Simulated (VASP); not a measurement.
A run of VASP 6.6.1:

The input POSCAR:

```
Mo
1.0
   -1.5624035240      1.5624035240      1.5624035240
    1.5624035240     -1.5624035240      1.5624035240
    1.5624035240      1.5624035240     -1.5624035240
Mo
1
Direct
    0.0000000000      0.0000000000      0.0000000000
```

INCAR.step1

```
SYSTEM = Mo
  ALGO = Normal
  EDIFF = 1E-5
  ENCUT = 520
  GGA = PE
  ISIF = 2
  ISMEAR = -1
  LASPH = .TRUE.
  LCHARG = .FALSE.
  LREAL = .FALSE.
  LWAVE = .TRUE.
  NBANDS = 13
  NELM = 100
  PREC = Accurate
  SIGMA = 0.05
```

The input INCAR.step2:

```
SYSTEM = Mo
  AEXX = 0.25
  ALGO = Normal
  EDIFF = 1E-7
  ENCUT = 520
  GGA = PE
  ISIF = 2
  ISMEAR = -1
  ISTART = 1
  LASPH = .TRUE.
  LCHARG = .FALSE.
  LHFCALC = .TRUE.
  LREAL = .FALSE.
  LWAVE = .FALSE.
  NBANDS = 13
  NELM = 100
  PREC = Accurate
  PRECFOCK = Normal
  SIGMA = 0.05
```

KPOINTS

```
k-points
0
G
  8 8 8
  0 0 0
```

Potentials or basis: VASP PAW PBE potentials, release 64 (Mo_sv).

Launch:

```console
$ cat potpaw_PBE.64/Mo_sv/POTCAR > POTCAR
$ cp INCAR.step1 INCAR
$ mpirun -np 1 vasp_std > vasp.out
$ cp INCAR.step2 INCAR
$ mpirun -np 1 vasp_std > vasp.out
```

Hardware: 1 thread of Oxide Virtual Turin-like Processor, on a shared host.

How long does it take, and how much memory?

Run time: 65 min on 1 thread of Oxide Virtual Turin-like Processor, with other jobs on the host, peak memory 0.11 GiB. Counts: k points 29.
